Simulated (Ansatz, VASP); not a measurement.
**Two plane-wave programs on GaAs**

```xyz
2
Lattice="0.0000 2.8816 2.8816 2.8816 0.0000 2.8816 2.8816 2.8816 0.0000" Properties=species:S:1:pos:R:3 pbc="T T T"
Ga    0.0000    0.0000    0.0000
As    4.3224    4.3224    4.3224
```

Alike in both runs: task single point; functional PBE; k mesh 10 × 10 × 10; occupations gaussian, width 0.01 eV; collinear spin.

|  | VASP | Ansatz |
| --- | --- | --- |
| version | VASP 6.6.1 | Ansatz 0.2.0 |
| potentials or method | VASP PAW PBE potentials, release 64 (Ga_d, As), cutoff 500 eV | scalar-relativistic, plane waves, PAW |
| valence electrons in the cell | 18 | 28 |

Ansatz gave:

| Item | Value |
| --- | --- |
| gap on the k mesh at the Fermi level (eV) | 0.09 |
| pressure (GPa) | -0.6 |
| net moment per atom (μB) | 0.00 |

Which values does VASP return?

gap on the k mesh at the Fermi level (eV): 0.10; pressure (GPa): -0.4; net moment per atom (μB): 0.00.

The functional is the same, so the differences come from potentials, cutoffs and numerics. VASP's potentials hold 18 valence electrons a cell and Ansatz's 28, so a difference there can come from the potentials and not from the codes. Ansatz's warnings: seeded moment not kept.
